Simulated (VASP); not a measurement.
# LiNbO3 (Pm-3m) in VASP: vibrations by perturbation theory with PBEsol

Aim: the vibrations by perturbation theory of LiNbO3 with PBEsol.

Program: VASP 6.6.1. These are calculated values, not measurements. Logs are shortened: lines on timing, memory, paths and dates and some standing lists are left out, and cuts for length are marked.

**1. The cell of the first run**

It takes space group Pm-3m (No. 221, cubic). Conventional cell: a = 3.926 Å, b = 3.926 Å, c = 3.926 Å, α = 90.00°, β = 90.00°, γ = 90.00°. Within 3.7 Å of Li (site symmetry m-3m) lie 12 O at 2.78 Å and 8 Nb at 3.40 Å. Within 2.6 Å of Nb (site symmetry m-3m) lie 6 O at 1.96 Å. Within 2.6 Å of O (site symmetry 4/mmm) lie 2 Nb at 1.96 Å.

**2. Vibrations by perturbation theory, PBEsol**

Contents of INCAR:

```
SYSTEM = LiNbO3
ALGO = Normal ; EDIFF = 1E-8
ENCUT = 520 ; GGA = PS
IBRION = 8 ; ISIF = 2
ISMEAR = 0 ; LASPH = .TRUE.
LCHARG = .TRUE. ; LEPSILON = .TRUE.
LREAL = .FALSE. ; LWAVE = .FALSE.
NBANDS = 25 ; NELM = 100
NSW = 1 ; PREC = Accurate
SIGMA = 0.01
```

Contents of KPOINTS:

```
k-points
0
G
  6 6 6
  0 0 0
```

Contents of POSCAR:

```
LiNbO3
1.0
    3.9261621783      0.0000000000      0.0000000000
    0.0000000000      3.9261621783      0.0000000000
    0.0000000000      0.0000000000      3.9261621783
Li Nb O
1 1 3
Direct
    0.0000000000      0.0000000000      0.0000000000
    0.5000000000      0.5000000000      0.5000000000
    0.5000000000      0.5000000000      0.0000000000
    0.5000000000      0.0000000000      0.5000000000
    0.0000000000      0.5000000000      0.5000000000
```

Potentials or basis: VASP PAW PBE potentials, release 64 (Li_sv, Nb_sv, O).

Launch:

```bash
$ cat potpaw_PBE.64/Li_sv/POTCAR potpaw_PBE.64/Nb_sv/POTCAR potpaw_PBE.64/O/POTCAR > POTCAR
$ mpirun -np 1 vasp_std > vasp.out
```

OUTCAR:

```text
SYSTEM = LiNbO3
   EDIFF = 1E-8
   ENCUT = 520
   GGA = PS
   IBRION = 8
   ISIF = 2
   ISMEAR = 0
   LASPH = .TRUE.
   LEPSILON = .TRUE.
   LREAL = .FALSE.
   NELM = 100
   NSW = 1
   PREC = Accurate

 ion  position               nearest neighbor table
   1  0.000  0.000  0.000-
   2  0.500  0.500  0.500-   3 1.96   4 1.96   5 1.96   3 1.96   4 1.96   5 1.96
   3  0.500  0.500  0.000-   2 1.96   2 1.96
   4  0.500  0.000  0.500-   2 1.96   2 1.96
   5  0.000  0.500  0.500-   2 1.96   2 1.96

  LATTYP: Found a simple cubic cell.
 ALAT       =     3.9261621783

  Lattice vectors:

 A1 = (   3.9261621783,   0.0000000000,   0.0000000000)
 A2 = (   0.0000000000,   3.9261621783,   0.0000000000)
 A3 = (   0.0000000000,   0.0000000000,   3.9261621783)

Analysis of symmetry for initial positions (statically):
=====================================================================
 Subroutine PRICEL returns:
 Original cell was already a primitive cell.

 Routine SETGRP: Setting up the symmetry group for a
 simple cubic supercell.

 Subroutine GETGRP returns: Found 48 space group operations
 (whereof 48 operations were pure point group operations)
 out of a pool of 48 trial point group operations.

The static configuration has the point symmetry O_h .

Analysis of symmetry for dynamics (positions and initial velocities):
=====================================================================
 Subroutine PRICEL returns:
 Original cell was already a primitive cell.

 Routine SETGRP: Setting up the symmetry group for a
 simple cubic supercell.

 Subroutine GETGRP returns: Found 48 space group operations
 (whereof 48 operations were pure point group operations)
 out of a pool of 48 trial point group operations.

The dynamic configuration has the point symmetry O_h .

 Subroutine INISYM returns: Found 48 space group operations
 (whereof 48 operations are pure point group operations),
 and found     1 'primitive' translations

----------------------------------------------------------------------------------------

                                     Primitive cell

  volume of cell :      60.5208

  direct lattice vectors                    reciprocal lattice vectors
     3.926162178  0.000000000  0.000000000     0.254701654  0.000000000  0.000000000
     0.000000000  3.926162178  0.000000000     0.000000000  0.254701654  0.000000000
     0.000000000  0.000000000  3.926162178     0.000000000  0.000000000  0.254701654

  length of vectors
     3.926162178  3.926162178  3.926162178     0.254701654  0.254701654  0.254701654

  position of ions in fractional coordinates (direct lattice)
     0.000000000  0.000000000  0.000000000
     0.500000000  0.500000000  0.500000000
     0.500000000  0.500000000  0.000000000
     0.500000000  0.000000000  0.500000000
     0.000000000  0.500000000  0.500000000

  ion indices of the primitive-cell ions
   primitive index   ion index
                 1           1
                 2           2
[... 767 lines left out ...]

 INTERNAL STRAIN TENSOR  FOR ION    3  DIRECTION 3   (eV/Angst):
 -----------------------------------------------------------------------------
    -0.02018  0.00000  0.00000
     0.00000 -0.02018 -0.00000
    -0.00000  0.00000  0.03359

 MACROSCOPIC STATIC DIELECTRIC TENSOR (including local field effects in DFT)
 ------------------------------------------------------
           6.312415     0.000000    -0.000000
          -0.000000     6.312415     0.000000
           0.000000     0.000000     6.312415
 ------------------------------------------------------

 PIEZOELECTRIC TENSOR (including local field effects)  for field in x, y, z        (e  Angst)
          XX          YY          ZZ          XY          YZ          ZX
  --------------------------------------------------------------------------------
  x     0.00000     0.00000     0.00000     0.00000     0.00000     0.00000
  y     0.00000     0.00000     0.00000     0.00000     0.00000     0.00000
  z     0.00000     0.00000     0.00000     0.00000     0.00000     0.00000

 PIEZOELECTRIC TENSOR (including local field effects)  for field in x, y, z        (C/m^2)
          XX          YY          ZZ          XY          YZ          ZX
  --------------------------------------------------------------------------------
  x     0.00000     0.00000     0.00000     0.00000     0.00000     0.00000
  y     0.00000     0.00000     0.00000     0.00000     0.00000     0.00000
  z     0.00000     0.00000     0.00000     0.00000     0.00000     0.00000

 BORN EFFECTIVE CHARGES (including local field effects) (in |e|, cummulative output)
 ---------------------------------------------------------------------------------
 ion    1
    1     1.25151    -0.00000    -0.00000
    2     0.00000     1.25151     0.00000
    3    -0.00000    -0.00000     1.25151
 ion    2
    1     9.53473    -0.00000     0.00000
    2     0.00000     9.53473    -0.00000
    3    -0.00000    -0.00000     9.53473
 ion    3
    1    -1.71794    -0.00000    -0.00000
    2     0.00000    -1.71794    -0.00000
    3    -0.00000    -0.00000    -7.35036
 ion    4
    1    -1.71794     0.00000    -0.00000
    2     0.00000    -7.35036     0.00000
    3     0.00000     0.00000    -1.71794
 ion    5
    1    -7.35036     0.00000     0.00000
    2    -0.00000    -1.71794     0.00000
    3    -0.00000    -0.00000    -1.71794

 INTERNAL STRAIN TENSOR FOR ION    5 for displacements in x,y,z  (eV/Angst):
          X           Y           Z          XY          YZ          ZX
  --------------------------------------------------------------------------------
  x     0.00000     0.00000     0.00000     0.00000     0.00000     0.00000
  y     0.00000     0.00000     0.00000     0.00000     0.00000     0.00000
  z     0.00000     0.00000     0.00000     0.00000     0.00000     0.00000

 SECOND DERIVATIVES (NOT SYMMETRIZED)
 ------------------------------------
               1X          1Y          1Z          2X          2Y          2Z          3X          3Y          3Z          4X          4Y          4Z          5X          5Y          5Z
  1X     0.630473    0.000000   -0.000000    0.950732   -0.000000    0.000000   -0.992005    0.000000   -0.000000   -0.992005    0.000000   -0.000000    0.402805    0.000000   -0.000000
  1Y     0.000000    0.630473   -0.000000   -0.000000    0.950732    0.000000   -0.000000   -0.992005   -0.000000    0.000000    0.402805   -0.000000    0.000000   -0.992005    0.000000
  1Z     0.000000   -0.000000    0.630473    0.000000    0.000000    0.950732    0.000000   -0.000000    0.402805    0.000000    0.000000   -0.992005   -0.000000   -0.000000   -0.992005
  2X     0.956390   -0.000000    0.000000    1.348950   -0.000000    0.000000   -1.875648    0.000000    0.000000   -1.875648    0.000000    0.000000    1.445956    0.000000    0.000000
  2Y    -0.000000    0.956390    0.000000    0.000000    1.348950   -0.000000    0.000000   -1.875648    0.000000   -0.000000    1.445956    0.000000    0.000000   -1.875648   -0.000000
  2Z     0.000000    0.000000    0.956390    0.000000    0.000000    1.348950    0.000000    0.000000    1.445956    0.000000    0.000000   -1.875648    0.000000    0.000000   -1.875648
  3X    -1.007809    0.000000    0.000000   -1.908156    0.000000    0.000000   -1.721320    0.000000    0.000000   -1.213061    0.000000    0.000000    5.850346    0.000000    0.000000
  3Y     0.000000   -1.007809    0.000000    0.000000   -1.908156    0.000000    0.000000   -1.721320    0.000000    0.000000    5.850346    0.000000    0.000000   -1.213061    0.000000
  3Z     0.000000   -0.000000    0.385156    0.000000    0.000000    1.375083    0.000000    0.000000  -13.426919   -0.000000   -0.000000    5.833340   -0.000000    0.000000    5.833340
  4X    -1.007809    0.000000    0.000000   -1.908156    0.000000    0.000000   -1.213061    0.000000    0.000000   -1.721320    0.000000    0.000000    5.850346    0.000000    0.000000
  4Y    -0.000000    0.385156    0.000000    0.000000    1.375083    0.000000    0.000000    5.833340   -0.000000   -0.000000  -13.426919   -0.000000   -0.000000    5.833340    0.000000
  4Z     0.000000    0.000000   -1.007809    0.000000    0.000000   -1.908156    0.000000    0.000000    5.850346    0.000000    0.000000   -1.721320    0.000000    0.000000   -1.213061
  5X     0.385156   -0.000000    0.000000    1.375083    0.000000    0.000000    5.833340    0.000000   -0.000000    5.833340   -0.000000    0.000000  -13.426919   -0.000000   -0.000000
  5Y     0.000000   -1.007809    0.000000    0.000000   -1.908156    0.000000    0.000000   -1.213061    0.000000    0.000000    5.850346    0.000000    0.000000   -1.721320    0.000000
  5Z     0.000000    0.000000   -1.007809    0.000000    0.000000   -1.908156    0.000000    0.000000    5.850346    0.000000    0.000000   -1.213061    0.000000    0.000000   -1.721320

 Eigenvectors and eigenvalues of the dynamical matrix
 ----------------------------------------------------

   1 f  =   16.648660 THz   104.606613 2PiTHz  555.339506 cm-1    68.853292 meV
             X         Y         Z           dx          dy          dz
      0.000000  0.000000  0.000000     0.048400    0.060921    0.000000
      1.963081  1.963081  1.963081     0.033918    0.042692   -0.000000
      1.963081  1.963081  0.000000     0.214028    0.269392    0.000000
      1.963081  0.000000  1.963081     0.214028   -0.679975    0.000000
      0.000000  1.963081  1.963081    -0.540229    0.269392   -0.000000
[... 105 lines left out ...]
  15 f/i=    7.267649 THz    45.663984 2PiTHz  242.422668 cm-1    30.056567 meV
             X         Y         Z           dx          dy          dz
      0.000000  0.000000  0.000000     0.633329    0.215318   -0.015568
      1.963081  1.963081  1.963081     0.274796    0.093425   -0.006755
      1.963081  1.963081  0.000000    -0.419766   -0.142712    0.006357
      1.963081  0.000000  1.963081    -0.419766   -0.087923    0.010318
      0.000000  1.963081  1.963081    -0.258612   -0.142712    0.010318

--------------------------------------------------------------------------------------------------------

 MACROSCOPIC STATIC DIELECTRIC TENSOR IONIC CONTRIBUTION
 ------------------------------------------------------
        2095.989530    -0.000000     0.000000
          -0.000000  2095.989530     0.000000
           0.000000     0.000000  2095.989530
 ------------------------------------------------------

 ELASTIC MODULI CONTR FROM IONIC RELAXATION (kBar)
 Direction    XX          YY          ZZ          XY          YZ          ZX
 --------------------------------------------------------------------------------
 XX           0.0000      0.0000      0.0000      0.0000      0.0000      0.0000
 YY           0.0000      0.0000      0.0000      0.0000      0.0000      0.0000
 ZZ           0.0000      0.0000      0.0000      0.0000      0.0000      0.0000
 XY           0.0000      0.0000      0.0000      0.0000      0.0000      0.0000
 YZ           0.0000      0.0000      0.0000      0.0000      0.0000      0.0000
 ZX           0.0000      0.0000      0.0000      0.0000      0.0000      0.0000
 --------------------------------------------------------------------------------

 PIEZOELECTRIC TENSOR IONIC CONTR  for field in x, y, z        (C/m^2)
          XX          YY          ZZ          XY          YZ          ZX
  --------------------------------------------------------------------------------
  x     0.00000     0.00000     0.00000     0.00000     0.00000     0.00000
  y     0.00000     0.00000     0.00000     0.00000     0.00000     0.00000
  z     0.00000     0.00000     0.00000     0.00000     0.00000     0.00000
```

It took 15 min on 1 thread of Intel Xeon Platinum 8488C (Sapphire Rapids), shared host; peak memory 0.43 GiB.

What came out:

| Property | Result |
| --- | --- |
| Electronic dielectric tensor (diagonal) | 6.31 |
| Born charges (mean of the diagonal) | Li +1.25; Nb +9.53; O -3.60 e |
| Highest phonon frequency at Γ, LO-TO splitting left out | 555 cm⁻¹ |
| Most unstable mode | 242i cm⁻¹ |

Phonon frequencies in cm⁻¹ (negative: imaginary):
| q point | frequencies |
| --- | --- |
| (0.000, 0.000, 0.000) | -242 -242 -242 -9 -9 -9 11 11 11 93 93 93 555 555 555 |

Electronic dielectric tensor:
```
6.31 0.00 0.00
0.00 6.31 0.00
0.00 0.00 6.31
```

Born effective charge tensors (e):
atom 1, Li
```
1.25 0.00 0.00
0.00 1.25 0.00
0.00 0.00 1.25
```
atom 2, Nb
```
9.53 0.00 0.00
0.00 9.53 0.00
0.00 0.00 9.53
```
atom 3, O
```
-1.72  0.00  0.00
 0.00 -1.72  0.00
 0.00  0.00 -7.35
```
atom 4, O
```
-1.72  0.00  0.00
 0.00 -7.35  0.00
 0.00  0.00 -1.72
```
atom 5, O
```
-7.35  0.00  0.00
 0.00 -1.72  0.00
 0.00  0.00 -1.72
```

Caveat: some modes are imaginary.
